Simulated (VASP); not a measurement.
Wanted: the native input for a VASP 6.6.1 run.

- Task: single point
- Functional: PBE
- Potentials or basis: VASP PAW PBE potentials, release 64 (Nb_sv)
- Cutoff: 520 eV
- k mesh: 22 × 22 × 22
- Occupations: gaussian, width 0.15 eV
- Spin: no spin polarisation
- Dipole correction: no
- Further INCAR settings: ALGO = Fast; EDIFF = 1e-06; NBANDS = 12

The structure of Nb lies in POSCAR:

```
Nb
1.0
   -1.0688839262      1.7195089247      1.7195089247
    1.7195089247     -1.0688839262      1.7195089247
    1.7195089247      1.7195089247     -1.0688839262
Nb
1
Direct
    0.0000000000      0.0000000000      0.0000000000
```

This cell differs from its parent crystal: ratio of the length along [111] to the lengths across it x 1.7, volume and fractional coordinates fixed.

The input as run:

INCAR

```
SYSTEM = Nb
PREC = Accurate
ENCUT = 520
EDIFF = 1E-6
ISMEAR = 0
SIGMA = 0.15
LREAL = .False.
LASPH = .True.
NELM = 80
ALGO = Fast
ISIF = 2
LWAVE = .False.
LCHARG = .False.
GGA = PE
NBANDS = 12
```

KPOINTS

```
Automatic mesh
0
Gamma
  22 22 22
  0 0 0
```

Potentials or basis: VASP PAW PBE potentials, release 64 (Nb_sv).

Run with:

```console
$ cat potpaw_PBE.64/Nb_sv/POTCAR > POTCAR
$ mpirun -np 1 vasp_std > vasp.out
```

Results of the run:

- Pressure: 10.1 GPa
- Band gap on the k mesh: zero (an odd number of electrons rules out a gap without spin polarisation)

Caveat: the cell stands under pressure.

Wall time 2.9 min on 1 thread of AMD EPYC 9R14 (Zen 4) (shared host), peak memory 0.28 GiB.
